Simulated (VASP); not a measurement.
A run of VASP 6.6.1 is set up as follows.

Contents of INCAR:

```
SYSTEM = C
PREC = Accurate
ENCUT = 520
EDIFF = 1E-7
ISMEAR = 0
SIGMA = 0.05
LREAL = .FALSE.
LASPH = .TRUE.
NELM = 60
ALGO = Normal
ISIF = 2
LWAVE = .FALSE.
LCHARG = .FALSE.
GGA = PS
NBANDS = 31
```

The input KPOINTS:

```
regular mesh
0
G
  12 12 12
  0 0 0
```

POSCAR

```
C
1.0
    1.2158000000      0.7019424573     10.8664000000
   -1.2158000000      0.7019424573     10.8664000000
    0.0000000000     -1.4038849146     10.8664000000
C
10
Direct
    0.0248220069      0.0248220069      0.0248220069
    0.9751779931      0.9751779931      0.9751779931
    0.1086877374      0.1086877374      0.1086877374
    0.8913122626      0.8913122626      0.8913122626
    0.1583652898      0.1583652898      0.1583652898
    0.8416347102      0.8416347102      0.8416347102
    0.3748635523      0.3748635523      0.3748635523
    0.6251364477      0.6251364477      0.6251364477
    0.4253181912      0.4253181912      0.4253181912
    0.5746818088      0.5746818088      0.5746818088
```

Potentials or basis: VASP PAW PBE potentials, release 64 (C).

The run is started by

```sh
$ cat potpaw_PBE.64/C/POTCAR > POTCAR
$ mpirun -np 1 vasp_std > vasp.out
```

Estimate the band gap on the k mesh.

3.28 eV.

Predict the pressure.

9.0 GPa.

What does it give for the largest force?

0.069 eV/Å.

Stress tensor (GPa, compression positive):
```
 41.55   0.00   0.00
  0.00  41.55   0.00
  0.00   0.00 -55.99
```

Caveat: the cell stands under pressure; the PAW data sets were made with another functional, which shifts forces and pressure a little. A k mesh can miss the band edges.
